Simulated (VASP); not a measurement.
A run of VASP 6.6.1:

Contents of INCAR:

```
SYSTEM = BaTiO3
  PREC = Accurate
  ENCUT = 600
  EDIFF = 1E-6
  ISMEAR = -1
  SIGMA = 0.05
  LREAL = .False.
  LASPH = .True.
  NELM = 60
  ALGO = Normal
  ISIF = 3
  LWAVE = .False.
  LCHARG = .False.
  GGA = PS
  IVDW = 12
  IBRION = 2
  NSW = 60
  EDIFFG = -0.01
```

The input KPOINTS:

```
Automatic mesh
0
Gamma
  7 7 7
  0 0 0
```

The input POSCAR:

```
BaTiO3
1.0
    4.0060000000      0.0000000000      0.0000000000
    0.0000000000      4.0060000000      0.0000000000
    0.0000000000      0.0000000000      4.0060000000
Ba Ti O
1 1 3
Direct
    0.5000000000      0.5000000000      0.5000000000
    0.0000000000      0.0000000000      0.0000000000
    0.0000000000      0.0000000000      0.5000000000
    0.0000000000      0.5000000000      0.0000000000
    0.5000000000      0.0000000000      0.0000000000
```

Potentials or basis: VASP PAW PBE potentials, release 64 (Ba_sv, Ti_sv, O).

The run is started by

```sh
$ cat potpaw_PBE.64/Ba_sv/POTCAR potpaw_PBE.64/Ti_sv/POTCAR potpaw_PBE.64/O/POTCAR > POTCAR
$ mpirun -np 1 vasp_std > vasp.out
```

Hardware: 1 thread of AMD EPYC 9R45 96-Core Processor (Zen 5) (shared host).

Q: Estimate the wall time of this run.

A: Run time: 43 s on 1 thread of AMD EPYC 9R45 96-Core Processor (Zen 5) (shared host), peak memory 0.19 GiB. Counts: scf iterations 37, k points 20, ion steps 3.
